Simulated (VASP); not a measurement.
# SnS (Pnma) in VASP: single point with PBEsol

Aim: the single point of SnS with PBEsol.

Program: VASP 6.6.1. These are calculated values, not measurements. Logs are shortened: lines on timing, memory, paths and dates and some standing lists are left out, and cuts for length are marked.

## Step 1: The cell of the first run

It takes space group Pnma (No. 62, orthorhombic). The conventional cell has a = 11.095 Å, b = 3.985 Å, c = 4.233 Å, α = 90.00°, β = 90.00°, γ = 90.00°. Sn (site symmetry m) has 6 S at 2.63 to 3.32 Å and 2 Sn at 3.43 Å within 3.5 Å. Within 3.5 Å of S (site symmetry m) lie 6 Sn at 2.63 to 3.32 Å.

## Step 2: Single point, PBEsol

The input, INCAR:

```
PREC = Accurate
ENCUT = 500
EDIFF = 1E-6
ISMEAR = 0
SIGMA = 0.02
LREAL = False
LASPH = True
NELM = 120
ALGO = Normal
ISIF = 2
LWAVE = False
LCHARG = False
GGA = PS
NBANDS = 50
GGA_COMPAT = False
```

The input, KPOINTS:

```
regular mesh
0
Gamma
  4 8 6
```

The input, POSCAR:

```
SnS
1.0
   11.0950268912      0.0000000000      0.0000000000
    0.0000000000      3.9846606254      0.0000000000
    0.0000000000      0.0000000000      4.2333653806
Sn S
4 4
Direct
    0.1185385292      0.2500000000      0.1102377760
    0.3814614708      0.7500000000      0.6102377760
    0.6185385292      0.2500000000      0.3897622240
    0.8814614708      0.7500000000      0.8897622240
    0.8533233724      0.2500000000      0.4750972520
    0.6466766276      0.7500000000      0.9750972520
    0.3533233724      0.2500000000      0.0249027480
    0.1466766276      0.7500000000      0.5249027480
```

Potentials or basis: VASP PAW PBE potentials, release 64 (Sn_d, S).

Launch:

```sh
cat potpaw_PBE.64/Sn_d/POTCAR potpaw_PBE.64/S/POTCAR > POTCAR
mpirun -np 1 vasp_std > vasp.out
```

OUTCAR:

```text
PREC = Accurate
   ENCUT = 500
   EDIFF = 1E-6
   ISMEAR = 0
   LREAL = False
   LASPH = True
   NELM = 120
   ISIF = 2
   GGA = PS

 ion  position               nearest neighbor table
   1  0.119  0.250  0.110-   7 2.63   8 2.67   8 2.67   8 3.19   8 3.19   4 3.43   4 3.43
   2  0.381  0.750  0.610-   8 2.63   7 2.67   7 2.67   7 3.19   7 3.19   3 3.43   3 3.43
   3  0.619  0.250  0.390-   5 2.63   6 2.67   6 2.67   6 3.19   6 3.19   2 3.43   2 3.43
   4  0.881  0.750  0.890-   6 2.63   5 2.67   5 2.67   5 3.19   5 3.19   1 3.43   1 3.43
   5  0.853  0.250  0.475-   3 2.63   4 2.67   4 2.67   4 3.19   4 3.19
   6  0.647  0.750  0.975-   4 2.63   3 2.67   3 2.67   3 3.19   3 3.19
   7  0.353  0.250  0.025-   1 2.63   2 2.67   2 2.67   2 3.19   2 3.19
   8  0.147  0.750  0.525-   2 2.63   1 2.67   1 2.67   1 3.19   1 3.19

  LATTYP: Found a simple orthorhombic cell.
 ALAT       =     3.9846606254
 B/A-ratio  =     1.0624155426
 C/A-ratio  =     2.7844345941

  Lattice vectors:

 A1 = (   0.0000000000,   3.9846606254,   0.0000000000)
 A2 = (   0.0000000000,   0.0000000000,   4.2333653806)
 A3 = (  11.0950268912,   0.0000000000,   0.0000000000)

Analysis of symmetry for initial positions (statically):
=====================================================================
 Subroutine PRICEL returns:
 Original cell was already a primitive cell.

 Routine SETGRP: Setting up the symmetry group for a
 simple orthorhombic supercell.

 Subroutine GETGRP returns: Found  8 space group operations
 (whereof  2 operations were pure point group operations)
 out of a pool of  8 trial point group operations.

The static configuration has the point symmetry S_2 .
 The point group associated with its full space group is D_2h.

Analysis of symmetry for dynamics (positions and initial velocities):
=====================================================================
 Subroutine PRICEL returns:
 Original cell was already a primitive cell.

 Routine SETGRP: Setting up the symmetry group for a
 simple orthorhombic supercell.

 Subroutine GETGRP returns: Found  8 space group operations
 (whereof  2 operations were pure point group operations)
 out of a pool of  8 trial point group operations.

The dynamic configuration has the point symmetry S_2 .
 The point group associated with its full space group is D_2h.

 Subroutine INISYM returns: Found  8 space group operations
 (whereof  2 operations are pure point group operations),
 and found     1 'primitive' translations

----------------------------------------------------------------------------------------

                                     Primitive cell

  volume of cell :     187.1567

  direct lattice vectors                    reciprocal lattice vectors
    11.095026891  0.000000000  0.000000000     0.090130471  0.000000000  0.000000000
     0.000000000  3.984660625  0.000000000     0.000000000  0.250962402  0.000000000
     0.000000000  0.000000000  4.233365381     0.000000000  0.000000000  0.236218684

  length of vectors
    11.095026891  3.984660625  4.233365381     0.090130471  0.250962402  0.236218684

  position of ions in fractional coordinates (direct lattice)
     0.118538529  0.250000000  0.110237776
     0.381461471  0.750000000  0.610237776
     0.618538529  0.250000000  0.389762224
     0.881461471  0.750000000  0.889762224
     0.853323372  0.250000000  0.475097252
     0.646676628  0.750000000  0.975097252
     0.353323372  0.250000000  0.024902748
     0.146676628  0.750000000  0.524902748

  ion indices of the primitive-cell ions
   primitive index   ion index
                 1           1
                 2           2
                 3           3
                 4           4
                 5           5
                 6           6
                 7           7
                 8           8

----------------------------------------------------------------------------------------

 KPOINTS: regular mesh

Automatic generation of k-mesh.
 Grid dimensions read from file:
 generate k-points for:    4    8    6

 Generating k-lattice:

  Cartesian coordinates                     Fractional coordinates (reciprocal lattice)
     0.022532618  0.000000000  0.000000000     0.250000000  0.000000000  0.000000000
     0.000000000  0.031370300  0.000000000     0.000000000  0.125000000  0.000000000
     0.000000000  0.000000000  0.039369781     0.000000000  0.000000000  0.166666667

  Length of vectors
     0.022532618  0.031370300  0.039369781

  Shift w.r.t. Gamma in fractional coordinates (k-lattice)
     0.000000000  0.000000000  0.000000000

 Subroutine IBZKPT returns following result:
 ===========================================

 Found     60 irreducible k-points:

 Following reciprocal coordinates:
            Coordinates               Weight
  0.000000  0.000000  0.000000      1.000000
  0.250000  0.000000  0.000000      2.000000
  0.500000  0.000000  0.000000      1.000000
  0.000000  0.125000  0.000000      2.000000
  0.250000  0.125000  0.000000      4.000000
  0.500000  0.125000  0.000000      2.000000
[... 16 lines left out ...]
  0.250000  0.250000  0.166667      8.000000
  0.500000  0.250000  0.166667      4.000000
 [... further k-points ...]
   k-points           NKPTS =     60   k-points in BZ     NKDIM =     60   number of bands    NBANDS=     50
   number of dos      NEDOS =    301   number of ions     NIONS =      8
   total plane-waves  NPLWV =  80640
   dimension x,y,z NGX =    84 NGY =   30 NGZ =   32
   dimension x,y,z NGXF=   168 NGYF=   60 NGZF=   64
   ions per type =               4   4
   NGX,Y,Z   is equivalent  to a cutoff of  12.59, 12.52, 12.57 a.u.
   NGXF,Y,Z  is equivalent  to a cutoff of  25.17, 25.03, 25.13 a.u.
 SYSTEM =  unknown system
   PREC   = accura    normal or accurate (medium, high low for compatibility)
   ISTART =      0    job   : 0-new  1-cont  2-samecut
   ICHARG =      2    charge: 1-file 2-atom 10-const
   ISPIN  =      1    spin polarized calculation?
   LNONCOLLINEAR =      F non collinear calculations
   LSORBIT =      F    spin-orbit coupling
   LASPH  =      T    aspherical Exc in radial PAW
   ENCUT  =  500.0 eV  36.75 Ry    6.06 a.u.  20.23  7.26  7.72*2*pi/ulx,y,z
   NELM   =    120;   NELMIN=  2; NELMDL= -5     # of ELM steps
   EDIFF  = 0.1E-05   stopping-criterion for ELM
   LREAL  =      F    real-space projection
   EDIFFG = 0.1E-04   stopping-criterion for IOM
   NSW    =      0    number of steps for IOM
   IBRION =     -1    ionic relax: 0-MD 1-quasi-New 2-CG
   NFREE  =      0    steps in history (QN), initial steepest desc. (CG)
   ISIF   =      2    stress and relaxation
   ISYM   =      2    0-nonsym 1-usesym 2-fastsym
   POTIM  = 0.5000    time-step for ionic-motion
   TEBEG  =    0.0;   TEEND  =   0.0 temperature during run
   PSTRESS=    0.0 pullay stress
   NELECT =      80.0000    total number of electrons
   NUPDOWN=      -1.0000    fix difference up-down
   EMIN   =  10.00;   EMAX   =-10.00  energy-range for DOS
   EFERMI =   0.00;   METHOD = LEGACY
   ISMEAR =     0;   SIGMA  =   0.02  broadening in eV -4-tet -1-fermi 0-gaus
   EFERMI_NEDOS =   21; number of points for ismear=-14 and -15
   IALGO  =     38    algorithm
   IMIX   =      4    mixing-type and parameters
     AMIX     =   0.40;   BMIX     =  1.00
     AMIX_MAG =   1.60;   BMIX_MAG =  1.00
  volume/ion in A,a.u.               =      23.39       157.87
  Fermi-wavevector in a.u.,A,eV,Ry     =   1.233208  2.330425 20.691768  1.520802
  Thomas-Fermi vector in A             =   2.367947
   LORBIT       =      0    0 simple, 1 ext, 2 COOP (PROOUT), +10 PAW based schemes
   GGA     = PS    functional components
   LHFCALC =     F    Hartree Fock is set to
   AEXX    =    0.0000 exact exchange contribution
   IVDW    =     0    specifies the selected vdW correction
   LEPSILON=     F    determine dielectric tensor
   LRPA    =     F    only Hartree local field effects (RPA)
 non-spin polarized calculation
 Gauss-broadening in eV      SIGMA  =   0.02
  energy-cutoff  :      500.00
  volume of cell :      187.16
 maximum number of plane-waves:      4789
 NGX is ok and might be reduce to    84
   NGX = 41   NGY = 15   NGZ = 15

 number of electron      80.0000028 magnetization

 Free energy of the ion-electron system (eV)
  ---------------------------------------------------
  ext. energy  EPLUGINS =         0.00000000
  ---------------------------------------------------
  free energy    TOTEN  =       -38.38803705 eV

  energy without entropy =      -38.38803705  energy(sigma->0) =      -38.38803705

 E-fermi :   6.5855     XC(G=0): -10.2084

 val. band max:        6.4998689293   @ k =   0.5000   0.0000   0.5000
 cond. band min:       7.2355932200   @ k =   0.0000   0.0000   0.0000
 fundamental gap:      0.7357242907
 Fermi energy:         6.5855005698

 k-point     1 :       0.0000    0.0000    0.0000
  band No.  band energies     occupation
      1     -14.7232      2.00000
      2     -14.7005      2.00000
      3     -14.6987      2.00000
      4     -14.6909      2.00000
      5     -14.6861      2.00000
      6     -14.6817      2.00000
[... 42 lines left out ...]
     49      11.5697      0.00000
     50      11.6999      0.00000

 k-point     2 :       0.2500    0.0000    0.0000
  band No.  band energies     occupation
      1     -14.7208      2.00000
      2     -14.7057      2.00000
      3     -14.6973      2.00000
      4     -14.6921      2.00000
      5     -14.6859      2.00000
      6     -14.6826      2.00000
[... 42 lines left out ...]
     49      11.6702      0.00000
     50      11.7445      0.00000

 k-point     3 :       0.5000    0.0000    0.0000
  band No.  band energies     occupation
      1     -14.7142      2.00000
      2     -14.7142      2.00000
      3     -14.6948      2.00000
      4     -14.6948      2.00000
      5     -14.6848      2.00000
      6     -14.6848      2.00000
[... 1102 lines left out ...]
     49      10.9270      0.00000
     50      11.3531      0.00000

 k-point    24 :       0.5000    0.2500    0.1667
  band No.  band energies     occupation
      1     -14.7038      2.00000
      2     -14.7038      2.00000
      3     -14.6952      2.00000
      4     -14.6952      2.00000
      5     -14.6856      2.00000
      6     -14.6856      2.00000
[... 42 lines left out ...]
     49      10.9487      0.00000
     50      10.9489      0.00000

 [... further k-points ...]

------------------------ aborting loop because EDIFF is reached ----------------------------------------

  FORCE on cell =-STRESS in cart. coord.  units (eV):
  Direction    XX          YY          ZZ          XY          YZ          ZX
  --------------------------------------------------------------------------------------
  -------------------------------------------------------------------------------------
  Total       -0.0204017     -0.0153962      0.0096972      0.0000000     -0.0000000      0.0000000
  in kB       -0.1746509     -0.1318009      0.0830137      0.0000000     -0.0000000      0.0000000
  external PRESSURE =      -0.0744794 kB  Pullay stress =       0.0000000 kB

 VOLUME and BASIS-vectors are now :
 -----------------------------------------------------------------------------
  energy-cutoff  :      500.00
  volume of cell :      187.16
      direct lattice vectors                 reciprocal lattice vectors
    11.095026891  0.000000000  0.000000000     0.090130471  0.000000000  0.000000000
     0.000000000  3.984660625  0.000000000     0.000000000  0.250962402  0.000000000
     0.000000000  0.000000000  4.233365381     0.000000000  0.000000000  0.236218684

 POSITION                                       TOTAL-FORCE (eV/Angst)
 -----------------------------------------------------------------------------------
      1.31519      0.99617      0.46668        -0.005817      0.000000     -0.008825
      4.23233      2.98850      2.58336         0.005817      0.000000     -0.008825
      6.86270      0.99617      1.65001        -0.005817     -0.000000      0.008825
      9.77984      2.98850      3.76669         0.005817     -0.000000      0.008825
      9.46765      0.99617      2.01126         0.002541      0.000000     -0.007359
      7.17489      2.98850      4.12794        -0.002541      0.000000     -0.007359
      3.92013      0.99617      0.10542         0.002541      0.000000      0.007359
      1.62738      2.98850      2.22211        -0.002541      0.000000      0.007359
 -----------------------------------------------------------------------------------
    total drift:                               -0.000000      0.000000      0.000000

  FREE ENERGIE OF THE ION-ELECTRON SYSTEM (eV)
  ---------------------------------------------------
  free  energy   TOTEN  =       -38.3880370528 eV

  energy  without entropy=      -38.3880370528  energy(sigma->0) =      -38.38803705
```

It took 6.1 min on 1 thread of Intel Xeon Platinum 8375C at 2.90GHz (Ice Lake), shared host; peak memory 0.5 GiB.

What came out:

```
Free energy            : -38.3880 eV
Pressure               : 0.0 GPa
Largest force          : 0.011 eV/Å
Band gap on the k mesh : 0.74 eV (least direct gap 1.08 eV)
```

Forces on the atoms (eV/Å):
```
Sn  -0.006  0.000 -0.009
Sn   0.006  0.000 -0.009
Sn  -0.006  0.000  0.009
Sn   0.006  0.000  0.009
S    0.003  0.000 -0.007
S   -0.003  0.000 -0.007
S    0.003  0.000  0.007
S   -0.003  0.000  0.007
```

Caveat: the PAW data sets were made with another functional, which shifts forces and pressure a little; spin-orbit coupling is left out, which moves the levels of the heavy elements. A k mesh can miss the band edges.
